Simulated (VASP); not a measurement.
Input of a VASP 6.6.1 run:

File INCAR:

```
SYSTEM = In
PREC = Accurate
ENCUT = 520
EDIFF = 1E-7
ISMEAR = 0
SIGMA = 0.1
LREAL = .False.
LASPH = .True.
NELM = 80
ALGO = Fast
ISIF = 2
LWAVE = .False.
LCHARG = .False.
GGA = PE
IVDW = 12
NBANDS = 20
```

KPOINTS

```
Automatic mesh
0
Gamma
  15 15 8
  0 0 0
```

The input POSCAR:

```
In
1.0
    3.1791813167      0.0000000000      0.0000000000
   -1.5895906583      2.7532517835      0.0000000000
    0.0000000000      0.0000000000      5.2757077995
In
2
Direct
    0.3333333333      0.6666666667      0.2500000000
    0.6666666667      0.3333333333      0.7500000000
```

Potentials or basis: VASP PAW PBE potentials, release 64 (In_d).

The run is started by

```bash
$ cat potpaw_PBE.64/In_d/POTCAR > POTCAR
$ mpirun -np 1 vasp_std > vasp.out
```

(1) Estimate the pressure.

(2) Estimate the dispersion energy per atom.

(3) Predict the band gap on the k mesh.

Answers

(1) 7.3 GPa.

(2) -0.385 eV.

(3) zero (bands 13 and 14 overlap by 6.97 eV).

Caveat: the cell stands under pressure; spin-orbit coupling is left out, which moves the levels of the heavy elements.
